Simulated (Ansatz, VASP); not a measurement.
# Two plane-wave programs on SnTe

INCAR

```
PREC     = Accurate       # precision mode
ENCUT    = 520            # plane-wave cutoff, eV
EDIFF    = 1E-6           # SCF threshold, eV
ISMEAR   = -1             # smearing method
SIGMA    = 0.05           # smearing width, eV
LREAL    = False          # projectors in reciprocal space
LASPH    = True           # aspherical terms in the spheres
NELM     = 100            # most SCF steps
ALGO     = Normal         # electronic algorithm
ISIF     = 2              # what is computed and relaxed
LWAVE    = False          # write WAVECAR
LCHARG   = True           # write CHGCAR
GGA      = PE             # functional
LELF     = True           # ELF
LVHAR    = True         
NBANDS   = 17             # bands
```

KPOINTS

```
regular mesh
0
Gamma
  13 13 13
```

The input POSCAR:

```
SnTe
1.0
    3.8886150886      0.0000000000      0.0000000000
    0.0000000000      3.8886150886      0.0000000000
    0.0000000000      0.0000000000      3.8886150886
Sn Te
1 1
Direct
    0.0000000000      0.0000000000      0.0000000000
    0.5000000000      0.5000000000      0.5000000000
```

Input for Ansatz:

```yaml
crystal:
  lattice:
    - [3.8886150886, 0.0, 0.0]
    - [0.0, 3.8886150886, 0.0]
    - [0.0, 0.0, 3.8886150886]
  atoms:
    - { symbol: Sn, position: [0.0, 0.0, 0.0] }
    - { symbol: Te, position: [0.5, 0.5, 0.5] }
kpoints:
  mp_grid: { grid: [13, 13, 13] }
  band_path:
    path:
      - [0.0, 0.0, 0.0]
      - [0.0, 0.5, 0.0]
      - [0.5, 0.5, 0.0]
      - [0.0, 0.0, 0.0]
      - [0.5, 0.5, 0.5]
      - [0.0, 0.5, 0.0]
      - [0.5, 0.5, 0.5]
      - [0.5, 0.5, 0.0]
    npoints: 8
scf:
  occupations: { method: fermi_dirac, width: 0.05 }
hamiltonian:
  xc: pbe
  pseudopotentials: { kind: paw }
output:
  forces: true
  stress: true
  eigenvalues: true
  populations: true
  dos: { projected: true, de: 0.2, e_range: [-14, 8] }
```

Change from the starting cell: volume scaled by 1, PAW files.

Alike in both runs: task single point; functional PBE; k mesh 13 × 13 × 13; occupations fermi-dirac, width 0.05 eV; no spin polarisation.

|  | VASP | Ansatz |
| --- | --- | --- |
| version | VASP 6.6.1 | Ansatz 0.2.0 |
| potentials or method | VASP PAW PBE potentials, release 64 (Sn_d, Te) | PAW with Ansatz's default frozen-core files, scalar-relativistic |
| plane-wave cutoff (eV) | 520 | 420 |
| valence electrons in the cell | 20 | 30 |

```tsv
	VASP	Ansatz	Ansatz less VASP
pressure (GPa)	-0.1	0.0	+0.08
```

With one functional, cell and mesh, what is left measures potentials, basis and numerics. VASP's potentials hold 20 valence electrons a cell and Ansatz's 30, so a difference there can come from the potentials and not from the codes.

Spin-orbit coupling is off throughout.
